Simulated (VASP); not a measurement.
# Al (Cmc2_1) in VASP: further runs, part 2 of 2

VASP 6.6.1. Earlier steps stand in the parts before.

### Step 3. Relaxation of cell and atoms, PBE

File INCAR:

```
  ALGO = Normal
  EDIFF = 1E-7
  EDIFFG = -0.04
  ENCUT = 600
  GGA = PE
  IBRION = 2
  ISIF = 3
  ISMEAR = 0
  LASPH = True
  LCHARG = False
  LREAL = False
  LWAVE = False
  NELM = 100
  NSW = 90
  PREC = Accurate
  SIGMA = 0.1
```

File KPOINTS:

```
k-points
0
Gamma
  8 8 2
```

File POSCAR:

```
Al
1.0
    1.4332090300     -2.3782174200      0.0000000000
    1.4332090300      2.3782174200      0.0000000000
    0.0000000000      0.0000000000      9.3211864400
Al
4
Direct
    0.0417833700      0.9582166300      0.0105004200
    0.4189107500      0.5810892500      0.2394995800
    0.9582166300      0.0417833700      0.5105004200
    0.5810892500      0.4189107500      0.7394995800
```

Potentials or basis: VASP PAW PBE potentials, release 64 (Al).

Run with:

```console
$ cat potpaw_PBE.64/Al/POTCAR > POTCAR
$ mpirun -np 1 vasp_std > vasp.out
```

OUTCAR:

```text
EDIFF = 1E-7
   EDIFFG = -0.04
   ENCUT = 600
   GGA = PE
   IBRION = 2
   ISIF = 3
   ISMEAR = 0
   LASPH = True
   LREAL = False
   NELM = 100
   NSW = 90
   PREC = Accurate

 ion  position               nearest neighbor table
   1  0.042  0.958  0.011-   2 2.64   2 2.64   2 2.79   4 2.91   4 2.91   4 3.34
   2  0.419  0.581  0.239-   1 2.64   1 2.64   1 2.79   3 2.91   3 2.91   3 3.34
   3  0.958  0.042  0.511-   4 2.64   4 2.64   4 2.79   2 2.91   2 2.91   2 3.34
   4  0.581  0.419  0.739-   3 2.64   3 2.64   3 2.79   1 2.91   1 2.91   1 3.34

  LATTYP: Found a base centered orthorhombic cell.
 ALAT       =     2.8664180600
 B/A-ratio  =     1.6593653614
 C/A-ratio  =     3.2518586769

  Lattice vectors:

 A1 = (   1.4332090300,  -2.3782174200,   0.0000000000)
 A2 = (   1.4332090300,   2.3782174200,   0.0000000000)
 A3 = (   0.0000000000,   0.0000000000,   9.3211864400)

Analysis of symmetry for initial positions (statically):
=====================================================================
 Subroutine PRICEL returns:
 Original cell was already a primitive cell.

 Routine SETGRP: Setting up the symmetry group for a
 base centered orthorhombic supercell.

 Subroutine GETGRP returns: Found  4 space group operations
 (whereof  2 operations were pure point group operations)
 out of a pool of  8 trial point group operations.

The static configuration has the point symmetry C_1h.
 The point group associated with its full space group is C_2v.

Analysis of symmetry for dynamics (positions and initial velocities):
=====================================================================
 Subroutine PRICEL returns:
 Original cell was already a primitive cell.

 Routine SETGRP: Setting up the symmetry group for a
 base centered orthorhombic supercell.

 Subroutine GETGRP returns: Found  4 space group operations
 (whereof  2 operations were pure point group operations)
 out of a pool of  8 trial point group operations.

The dynamic configuration has the point symmetry C_1h.
 The point group associated with its full space group is C_2v.

 Subroutine INISYM returns: Found  4 space group operations
 (whereof  2 operations are pure point group operations),
 and found     1 'primitive' translations

----------------------------------------------------------------------------------------

                                     Primitive cell

  volume of cell :      63.5422

  direct lattice vectors                    reciprocal lattice vectors
     1.433209030 -2.378217420  0.000000000     0.348867464 -0.210241501  0.000000000
     1.433209030  2.378217420  0.000000000     0.348867464  0.210241501  0.000000000
     0.000000000  0.000000000  9.321186440     0.000000000  0.000000000  0.107282480

  length of vectors
     2.776689796  2.776689796  9.321186440     0.407320508  0.407320508  0.107282480

  position of ions in fractional coordinates (direct lattice)
     0.041783370  0.958216630  0.010500420
     0.418910750  0.581089250  0.239499580
     0.958216630  0.041783370  0.510500420
     0.581089250  0.418910750  0.739499580

  ion indices of the primitive-cell ions
   primitive index   ion index
                 1           1
                 2           2
                 3           3
                 4           4

----------------------------------------------------------------------------------------

[... 76 lines left out ...]
   ISYM   =      2    0-nonsym 1-usesym 2-fastsym
   POTIM  = 0.5000    time-step for ionic-motion
   TEBEG  =    0.0;   TEEND  =   0.0 temperature during run
   PSTRESS=    0.0 pullay stress
   NELECT =      12.0000    total number of electrons
   NUPDOWN=      -1.0000    fix difference up-down
   EMIN   =  10.00;   EMAX   =-10.00  energy-range for DOS
   EFERMI =   0.00;   METHOD = LEGACY
   ISMEAR =     0;   SIGMA  =   0.10  broadening in eV -4-tet -1-fermi 0-gaus
   EFERMI_NEDOS =   21; number of points for ismear=-14 and -15
   IALGO  =     38    algorithm
   IMIX   =      4    mixing-type and parameters
     AMIX     =   0.40;   BMIX     =  1.00
     AMIX_MAG =   1.60;   BMIX_MAG =  1.00
  volume/ion in A,a.u.               =      15.89       107.20
  Fermi-wavevector in a.u.,A,eV,Ry     =   0.939250  1.774925 12.002928  0.882190
  Thomas-Fermi vector in A             =   2.066543
   LORBIT       =      0    0 simple, 1 ext, 2 COOP (PROOUT), +10 PAW based schemes
   GGA     = PE    functional components
   LHFCALC =     F    Hartree Fock is set to
   AEXX    =    0.0000 exact exchange contribution
   IVDW    =     0    specifies the selected vdW correction
   LEPSILON=     F    determine dielectric tensor
   LRPA    =     F    only Hartree local field effects (RPA)
 conjugate gradient relaxation of ions
 non-spin polarized calculation
 Gauss-broadening in eV      SIGMA  =   0.10
  energy-cutoff  :      600.00
  volume of cell :       63.54
 maximum number of plane-waves:      2151
 NGX is ok and might be reduce to    24
   NGX = 11   NGY = 11   NGZ = 37

--------------------------------------- Ionic step        1  -------------------------------------------

 number of electron      12.0000000 magnetization

 Free energy of the ion-electron system (eV)
  ---------------------------------------------------
  ext. energy  EPLUGINS =         0.00000000
  ---------------------------------------------------
  free energy    TOTEN  =       -14.37597525 eV

  energy without entropy =      -14.35875798  energy(sigma->0) =      -14.36736662

------------------------ aborting loop because EDIFF is reached ----------------------------------------

  FORCE on cell =-STRESS in cart. coord.  units (eV):
  Direction    XX          YY          ZZ          XY          YZ          ZX
  --------------------------------------------------------------------------------------
  -------------------------------------------------------------------------------------
  Total        1.2523196      2.6591904      3.1538075      0.0000000      0.0000000      0.0000000
  in kB       31.5764625     67.0498384     79.5213015      0.0000000      0.0000000      0.0000000
  external PRESSURE =      59.3825341 kB  Pullay stress =       0.0000000 kB
[... 95 lines left out ...]
  FREE ENERGIE OF THE ION-ELECTRON SYSTEM (eV)
  ---------------------------------------------------
  free  energy   TOTEN  =       -14.5888055790 eV

  energy  without entropy=      -14.5735788068  energy(sigma->0) =      -14.58119219

[... ionic steps 4 to 63 ...]

--------------------------------------- Ionic step       64  -------------------------------------------

 number of electron      12.0000000 magnetization

------------------------ aborting loop because EDIFF is reached ----------------------------------------
[... 71 lines left out ...]
--------------------------------------- Ionic step       66  -------------------------------------------

 number of electron      12.0000000 magnetization

 Free energy of the ion-electron system (eV)
  ---------------------------------------------------
  ext. energy  EPLUGINS =         0.00000000
  ---------------------------------------------------
  free energy    TOTEN  =       -14.81454821 eV

  energy without entropy =      -14.80974947  energy(sigma->0) =      -14.81214884

 E-fermi :   7.9385     XC(G=0): -10.1299

 val. band max:        7.9260599692   @ k =   0.5000   0.1250   0.0000
 cond. band min:       8.0243610754   @ k =   0.5000   0.5000   0.0000
 fundamental gap:      0.0983011062
 Fermi energy:         7.9384792631

 k-point     1 :       0.0000    0.0000    0.0000
  band No.  band energies     occupation
      1      -3.2023      2.00000
      2      -1.5151      2.00000
      3      -1.5047      2.00000
      4       3.3431      2.00000
      5       3.5741      2.00000
      6      11.3869      0.00000
      7      11.4082      0.00000
      8      16.3055      0.00000
      9      16.5206      0.00000
     10      17.6681      0.00000
[... 287 lines left out ...]
 k-point    24 :       0.2500    0.0000    0.5000
  band No.  band energies     occupation
      1      -1.2073      2.00000
      2      -1.2073      2.00000
      3       2.1084      2.00000
      4       2.1084      2.00000
      5       8.4486      0.00000
      6       8.4486      0.00000
      7      11.0426      0.00000
      8      11.0426      0.00000
      9      13.3493      0.00000
     10      13.3493      0.00000

 [... further k-points ...]

------------------------ aborting loop because EDIFF is reached ----------------------------------------

  FORCE on cell =-STRESS in cart. coord.  units (eV):
  Direction    XX          YY          ZZ          XY          YZ          ZX
  --------------------------------------------------------------------------------------
  -------------------------------------------------------------------------------------
  Total       -0.0584556      0.0052121      0.0620945      0.0000000      0.0000000      0.0000000
  in kB       -1.3942493      0.1243153      1.4810408      0.0000000      0.0000000      0.0000000
  external PRESSURE =       0.0703689 kB  Pullay stress =       0.0000000 kB
[... 19 lines left out ...]
  FREE ENERGIE OF THE ION-ELECTRON SYSTEM (eV)
  ---------------------------------------------------
  free  energy   TOTEN  =       -14.8145482076 eV

  energy  without entropy=      -14.8097494711  energy(sigma->0) =      -14.81214884

 reached required accuracy - stopping structural energy minimisation
```

OSZICAR:

```text
N       E                     dE             d eps       ncg     rms          rms(c)
DAV:   1     0.119389309610E+02    0.11939E+02   -0.47219E+03   840   0.104E+03
DAV:   2    -0.135570563414E+02   -0.25496E+02   -0.24476E+02  1098   0.111E+02
DAV:   3    -0.145525872633E+02   -0.99553E+00   -0.91008E+00  1166   0.183E+01
[... 526 lines left out ...]
DAV:   1    -0.148145561940E+02   -0.48449E-03   -0.66181E-03   862   0.651E-01    0.318E-02
DAV:   2    -0.148145528305E+02    0.33635E-05   -0.70621E-05  1098   0.753E-02    0.161E-02
DAV:   3    -0.148145484669E+02    0.43636E-05   -0.39292E-06   978   0.130E-02    0.615E-03
DAV:   4    -0.148145481097E+02    0.35716E-06   -0.82288E-07  1004   0.588E-03    0.213E-03
DAV:   5    -0.148145482076E+02   -0.97834E-07   -0.40494E-08   524   0.135E-03
  66 F= -.14814548E+02 E0= -.14812149E+02  d E =-.476513E-03
```

CONTCAR:

```text
Al
   1.00000000000000
     1.3571440321769932   -2.6537889221163136    0.0000000000000000
     1.3571440321769932    2.6537889221163136    0.0000000000000000
     0.0000000000000000    0.0000000000000000    9.3255453693759502
  Al
     4
Direct
     0.9915336228675309    0.0084663771324694    0.0000750942336770
     0.3238668258497258    0.6761331741502737    0.2499249057663231
     0.0084663771324694    0.9915336228675309    0.5000750942336770
     0.6761331741502737    0.3238668258497258    0.7499249057663228

  0.00000000E+00  0.00000000E+00  0.00000000E+00
  0.00000000E+00  0.00000000E+00  0.00000000E+00
  0.00000000E+00  0.00000000E+00  0.00000000E+00
  0.00000000E+00  0.00000000E+00  0.00000000E+00
```

Run time: 12 min. Hardware: 1 thread of Intel Xeon Platinum 8259CL at 2.50GHz (Skylake/Cascade Lake), shared host; peak memory 0.21 GiB.

Results:

* Free energy: -14.8145 eV
* Relaxed volume: 16.79 Å³/atom
* Relaxed cell: a = 2.981 Å, b = 2.981 Å, c = 9.326 Å, α = 90.00°, β = 90.00°, γ = 125.83°
* Space group after relaxing (to 0.05 Å): Cmc2_1 (No. 36)
* Energy gained by relaxing: 109.6 meV/atom
* Ionic steps: 66
* Pressure after relaxing: 0.0 GPa
* Largest force after relaxing: 0.040 eV/Å
* Band gap on the k mesh: zero (band 6 reaches 11.86 eV, above the bottom of band 7 at 5.93 eV)

Forces in eV/Å, atoms in the order of the input:
```
Al   0.000 -0.034 -0.020
Al   0.000 -0.004  0.020
Al   0.000  0.034 -0.020
Al   0.000  0.004  0.020
```

The path:
```
step  energy change (eV)  largest force (eV/Å)  pressure (GPa)  volume (Å³)
   1              0.0000                1.0192            5.94        63.54
   3             -0.2128                0.3410           -1.97        69.46
   5             -0.2703                0.1829            0.09        66.70
   7             -0.3128                0.1711            1.07        66.25
   9             -0.3599                0.1398            1.07        67.17
  11             -0.3672                0.1129            0.17        67.88
  13             -0.3687                0.0968           -0.41        68.33
  15             -0.3742                0.0866            0.10        67.69
  17             -0.3765                0.1200            0.43        67.29
  19             -0.3769                0.1415            0.62        67.10
  21             -0.3798                0.1665            0.80        67.02
  23             -0.3800                0.1830            0.98        66.95
  25             -0.3872                0.1396            0.25        67.71
  27             -0.3884                0.1143           -0.16        68.16
  29             -0.3926                0.0900           -0.18        68.05
  31             -0.3960                0.1003            0.07        67.71
  33             -0.3983                0.0883            0.20        67.61
  35             -0.4039                0.0957           -0.50        68.24
  37             -0.4062                0.0693           -0.03        67.78
  39             -0.4090                0.0578           -0.01        67.61
  41             -0.4105                0.0780           -0.03        67.59
  43             -0.4124                0.0876            0.07        67.46
  45             -0.4166                0.0938            0.72        66.59
  47             -0.4214                0.0826           -0.22        67.44
  49             -0.4237                0.0705           -0.23        67.51
  51             -0.4269                0.0743            0.06        67.19
  53             -0.4299                0.0739           -0.05        67.21
  55             -0.4320                0.0537            0.30        67.00
  57             -0.4345                0.0377            0.30        66.98
  59             -0.4352                0.0371            0.35        66.91
  61             -0.4365                0.0616            0.08        67.13
  63             -0.4375                0.0402            0.03        67.23
  65             -0.4381                0.0458           -0.16        67.34
  66             -0.4386                0.0395            0.01        67.17
```

Final structure:
```cif
data_structure
_symmetry_space_group_name_H-M 'P 1'
_symmetry_Int_Tables_number 1
_cell_length_a 2.9807
_cell_length_b 2.9807
_cell_length_c 9.3255
_cell_angle_alpha 90.000
_cell_angle_beta 90.000
_cell_angle_gamma 125.830
_cell_volume 67.17
loop_
_atom_site_label
_atom_site_type_symbol
_atom_site_fract_x
_atom_site_fract_y
_atom_site_fract_z
_atom_site_occupancy
Al1 Al 0.99153 0.00847 0.00008 1
Al2 Al 0.32387 0.67613 0.24992 1
Al3 Al 0.00847 0.99153 0.50008 1
Al4 Al 0.67613 0.32387 0.74992 1
```

Levels at points of the mesh, in eV from the Fermi level:
```tsv
k point	band 2	band 3	band 4	band 5	band 6	band 7	band 8	band 9	band 10
(0.00, 0.00, 0.00)	-9.45	-9.44	-4.60	-4.36	3.45	3.47	8.37	8.58	9.73
(0.50, 0.00, 0.00)	-4.94	-3.67	-3.65	-2.96	-2.96	1.12	1.52	1.54	2.00
(0.50, 0.50, 0.00)	-5.88	-4.53	-4.36	-4.35	-4.07	0.09	0.62	0.64	0.71
(0.00, 0.00, 0.50)	-10.72	-7.36	-7.36	-0.85	-0.85	8.22	8.22	8.78	8.78
(0.50, 0.00, 0.50)	-4.61	-4.51	-4.51	-1.59	-1.59	-0.88	-0.88	4.49	4.49
(0.50, 0.50, 0.50)	-5.77	-5.37	-5.37	-2.58	-2.58	-2.01	-2.01	3.80	3.80
```
